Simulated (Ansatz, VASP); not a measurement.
# LiCl: VASP beside Ansatz

```xyz
2
Lattice="0.0000 2.6930 2.4365 2.6930 0.0000 2.4365 2.6930 2.6930 0.0000" Properties=species:S:1:pos:R:3 pbc="T T T"
Li    0.0000    0.0000    0.0000
Cl    2.6930    2.6930    2.4365
```

Change from the starting cell: strain +0.050 along x and y, -0.050 along z, atoms carried along.

Alike in both runs: task single point; functional LDA; k mesh 8 × 8 × 8; occupations gaussian, width 0.05 eV; no spin polarisation.

```csv
,VASP,Ansatz
version,VASP 6.6.1,Ansatz 0.2.0
potentials or method,"VASP PAW LDA potentials, release 64 (Li_sv, Cl), cutoff 520 eV","scalar-relativistic, plane waves, PAW"
valence electrons in the cell,10,10
```

```csv
,VASP,Ansatz,Ansatz less VASP
gap on the k mesh at the Fermi level (eV),5.65,5.64,-0.017
least direct gap on the mesh (eV),5.65,5.64,-0.017
```

LDA's correlation is that of Perdew and Zunger in VASP and of Perdew and Wang (1992) in Ansatz.

Noted on VASP's run: the cutoff is short for stress, so the pressure is rough.
